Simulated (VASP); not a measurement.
A run of VASP 6.6.1 is set up as follows.

File INCAR:

```
SYSTEM = F
PREC = Accurate
ENCUT = 520
EDIFF = 1E-6
ISMEAR = 0
SIGMA = 0.01
LREAL = .False.
LASPH = .True.
NELM = 60
ALGO = Normal
ISIF = 2
LWAVE = .False.
LCHARG = .False.
GGA = PE
IBRION = 2
NSW = 60
EDIFFG = -0.005
```

The input KPOINTS:

```
Automatic mesh
0
Gamma
  1 1 1
  0 0 0
```

The input POSCAR:

```
F
1.0
   13.0000000000      0.0000000000      0.0000000000
    0.0000000000     13.3000000000      0.0000000000
    0.0000000000      0.0000000000     13.6000000000
F
2
Direct
    0.4453846154      0.5000000000      0.5000000000
    0.5546153846      0.5000000000      0.5000000000
```

Potentials or basis: VASP PAW PBE potentials, release 64 (F).

Launch:

```sh
$ cat potpaw_PBE.64/F/POTCAR > POTCAR
$ mpirun -np 1 vasp_gam > vasp.out
```

Q: Predict the energy gained by relaxing.

A: 0.2 meV/atom.

Q: What does it give for the gap between the frontier levels?

A: 3.41 eV.

Final structure:
```
F
1.0
    13.00000    0.00000    0.00000
     0.00000   13.30000    0.00000
     0.00000    0.00000   13.60000
F
2
Direct
  0.44521 0.50000 0.50000
  0.55479 0.50000 0.50000
```
